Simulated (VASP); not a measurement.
Set up this calculation in VASP 6.6.1, as the native input.

```
Task                               : single point
Functional                         : HSE06
Potentials or basis                : VASP PAW PBE potentials, release 64 (Pb_d, S)
Cutoff                             : 400 eV
k mesh                             : 6 × 6 × 2
Occupations                        : fermi-dirac, width 0.02 eV
Spin                               : no spin polarisation
Dipole correction                  : no
Grid for exact exchange (PRECFOCK) : Normal
Further INCAR settings             : ALGO = Normal; EDIFF = 1e-06; NBANDS = 28
Share of exact exchange            : 0.25
Screening parameter                : 0.2079 1/Å
```

PbS:

```xyz
4
Lattice="4.1235 0.0000 0.0000 -2.0617 3.5710 0.0000 0.0000 0.0000 7.3337" Properties=species:S:1:pos:R:3 pbc="T T T"
Pb    0.0000    0.0000    0.0000
Pb    0.0000    0.0000    3.6669
S     0.0000    2.3807    1.8334
S     2.0617    1.1903    5.5003
```

One way to write it, as run:

POSCAR

```
PbS
1.0
    4.1234513013      0.0000000000      0.0000000000
   -2.0617256507      3.5710135782      0.0000000000
    0.0000000000      0.0000000000      7.3337316572
Pb S
2 2
Direct
    0.0000000000      0.0000000000      0.0000000000
    0.0000000000      0.0000000000      0.5000000000
    0.3333333333      0.6666666667      0.2500000000
    0.6666666667      0.3333333333      0.7500000000
```

INCAR.step1

```
SYSTEM = PbS
  PREC = Accurate
  ENCUT = 400
  EDIFF = 1E-5
  ISMEAR = -1
  SIGMA = 0.02
  LREAL = .False.
  LASPH = .True.
  NELM = 120
  ALGO = Normal
  ISIF = 2
  LWAVE = .True.
  LCHARG = .False.
  NBANDS = 28
  GGA = PE
  GGA_COMPAT = .False.
  KPAR = 4
```

INCAR.step2

```
SYSTEM = PbS
  PREC = Accurate
  ENCUT = 400
  EDIFF = 1E-6
  ISMEAR = -1
  SIGMA = 0.02
  LREAL = .False.
  LASPH = .True.
  NELM = 120
  ALGO = Normal
  ISIF = 2
  LWAVE = .False.
  LCHARG = .False.
  GGA = PE
  LHFCALC = .True.
  HFSCREEN = 0.2079
  PRECFOCK = Normal
  NBANDS = 28
  ISTART = 1
  GGA_COMPAT = .False.
  KPAR = 4
```

KPOINTS

```
Automatic mesh
0
Gamma
  6 6 2
  0 0 0
```

Potentials or basis: VASP PAW PBE potentials, release 64 (Pb_d, S).

Launch:

```sh
$ cat potpaw_PBE.64/Pb_d/POTCAR potpaw_PBE.64/S/POTCAR > POTCAR
$ cp INCAR.step1 INCAR
$ mpirun -np 4 vasp_std > vasp.out
$ cp INCAR.step2 INCAR
$ mpirun -np 4 vasp_std > vasp.out
```

Results of the run:

| Quantity | Value |
| --- | --- |
| Pressure | -0.2 GPa |
| Band gap on the k mesh | 0.33 eV |

Caveat: the k points lie up to 0.43 Å⁻¹ apart; the PAW data sets were made with another functional, which shifts forces and pressure a little; spin-orbit coupling is left out, which moves the levels of the heavy elements.

It took 34 min on 4 MPI ranks on AMD EPYC 7R43 64-Core Processor (Zen 3), on a shared host, peak memory 0.29 GiB a rank.
